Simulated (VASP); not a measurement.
A run of VASP 6.6.1 is set up as follows.

File INCAR:

```
PREC = Accurate
ENCUT = 600
EDIFF = 1E-6
ISMEAR = -1
SIGMA = 0.05
LREAL = False
LASPH = True
NELM = 80
ALGO = Normal
ISIF = 3
LWAVE = False
LCHARG = False
GGA = PE
IBRION = 2
NSW = 80
EDIFFG = -0.02
```

Contents of KPOINTS:

```
regular mesh
0
Gamma
  11 11 11
```

POSCAR

```
W
1.0
   -1.5823450000      1.5823450000      1.5823450000
    1.5823450000     -1.5823450000      1.5823450000
    1.5823450000      1.5823450000     -1.5823450000
W
1
Direct
    0.0000000000      0.0000000000      0.0000000000
```

Potentials or basis: VASP PAW PBE potentials, release 64 (W_sv).

The run is started by

```console
$ cat potpaw_PBE.64/W_sv/POTCAR > POTCAR
$ mpirun -np 1 vasp_std > vasp.out
```

Estimate the band gap on the k mesh.

zero (bands 7 and 8 overlap by 5.38 eV).

What does it give for the relaxed volume?

16.19 Å³/atom.

Predict the space group after relaxing (to 0.1 Å).

Im-3m (No. 229).

Predict the relaxed cell.

a = 2.760 Å, b = 2.760 Å, c = 2.760 Å, α = 109.47°, β = 109.47°, γ = 109.47°.

The path:
```tsv
step	energy change (eV)	largest force (eV/Å)	pressure (GPa)	volume (Å³)
1	0.0000	0.0000	6.56	15.85
2	0.0678	0.0000	-18.73	17.38
3	-0.0067	0.0000	-0.18	16.19
```

Caveat: spin-orbit coupling is left out, which moves the levels of the heavy elements. Zero-point motion and thermal expansion aren't in these numbers.
